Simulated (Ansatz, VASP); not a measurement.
# One calculation of GaN, two programs

```xyz
2
Lattice="0.0000 2.2491 2.2491 2.2491 0.0000 2.2491 2.2491 2.2491 0.0000" Properties=species:S:1:pos:R:3 pbc="T T T"
Ga    0.0000    0.0000    0.0000
N     3.3737    3.3737    3.3737
```

Alike in both runs: task single point; functional PBEsol; k mesh 10 × 10 × 10; occupations gaussian, width 0.02 eV; no spin polarisation.

|  | VASP | Ansatz |
| --- | --- | --- |
| version | VASP 6.6.1 | Ansatz 0.2.0 |
| potentials or method | VASP PAW PBE potentials, release 64 (Ga_d, N), cutoff 520 eV | scalar-relativistic, plane waves, PAW |
| valence electrons in the cell | 18 | 18 |

Ansatz gave:

* gap on the k mesh at the Fermi level (eV): 1.70
* least direct gap on the mesh (eV): 1.70
* pressure (GPa): 0.0

What did VASP give for the same quantities?

gap on the k mesh at the Fermi level (eV): 1.72; least direct gap on the mesh (eV): 1.72; pressure (GPa): -0.2.

VASP's potentials were made for PBE, not for PBEsol.
